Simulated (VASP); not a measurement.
**MgO: single point with PBE**

Crystal: MgO.

```
CELL_PARAMETERS angstrom
0.00000 2.19443 2.19443
2.19443 0.00000 2.19443
2.19443 2.19443 0.00000
ATOMIC_POSITIONS crystal
Mg 0.00000 0.00000 0.00000
O 0.50000 0.50000 0.50000
```

| Item | Value |
| --- | --- |
| Program | VASP 6.6.1 |
| Task | single point |
| Functional | PBE |
| Potentials or basis | VASP PAW PBE potentials, release 64 (Mg_sv, O) |
| Cutoff | 840 eV |
| k mesh | 7 × 7 × 7 |
| Occupations | tetrahedron |
| Spin | no spin polarisation |

```json
{
 "Pressure": "-11.6 GPa",
 "Band gap on the k mesh": "3.63 eV"
}
```

Levels at points of the mesh, in eV from the valence-band top:
```tsv
k point	band 6	band 7	band 8	band 9	band 10	band 11
(0.00, 0.00, 0.00)	0.00	0.00	0.00	3.63	15.10	15.10
```

Wall time 15 s on 1 thread of Intel(R) Xeon(R) Platinum 8259CL CPU @ 2.50GHz (Skylake/Cascade Lake), with other jobs on the host, peak memory 0.16 GiB.

Caveat: the cell stands under tension. Expect the measured gap to be larger: semilocal functionals such as PBE lack the derivative discontinuity.
